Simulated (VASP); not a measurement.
Wanted: the native input for a VASP 6.6.1 run.

```yaml
Task: electric field gradients
Functional: LDA
Potentials_or_basis: VASP PAW LDA potentials, release 64 (Ta_pv, Ru_pv)
Cutoff: 520 eV
k_mesh: 13 × 13 × 13
Occupations: fermi-dirac, width 0.03 eV
Spin: no spin polarisation
Dipole_correction: no
Further_INCAR_settings: ALGO = Normal; EDIFF = 1e-08; NBANDS = 20
```

The structure of TaRu lies in POSCAR:

```
TaRu
1.0
    3.1975881176      0.0000000000      0.0000000000
    0.0000000000      3.1975881176      0.0000000000
    0.0000000000      0.0000000000      3.1975881176
Ta Ru
1 1
Direct
    0.5000000000      0.5000000000      0.5000000000
    0.0000000000      0.0000000000      0.0000000000
```

These files were run (other wordings do the same):

INCAR

```
SYSTEM = TaRu
  ALGO = Normal
  EDIFF = 1E-8
  ENCUT = 520
  GGA = CA
  ISIF = 2
  ISMEAR = -1
  LASPH = .TRUE.
  LCHARG = .FALSE.
  LEFG = .TRUE.
  LREAL = .FALSE.
  LWAVE = .FALSE.
  NBANDS = 20
  NELM = 80
  PREC = Accurate
  SIGMA = 0.03
```

KPOINTS

```
k-points
0
G
  13 13 13
  0 0 0
```

Potentials or basis: VASP PAW LDA potentials, release 64 (Ta_pv, Ru_pv).

Command:

```sh
$ cat potpaw_LDA.64/Ta_pv/POTCAR potpaw_LDA.64/Ru_pv/POTCAR > POTCAR
$ mpirun -np 1 vasp_std > vasp.out
```

Results of the run:

| Property | Result |
| --- | --- |
| Pressure | -17.6 GPa |
| Band gap on the k mesh | zero (an odd number of electrons rules out a gap without spin polarisation) |
| Largest electric field gradient by atom | zero within the noise of the run |

Caveat: the cell stands under tension; spin-orbit coupling is left out, which moves the levels of the heavy elements.

It took 58 s on 1 thread of AMD EPYC 7R13 (shared host), peak memory 0.14 GiB.
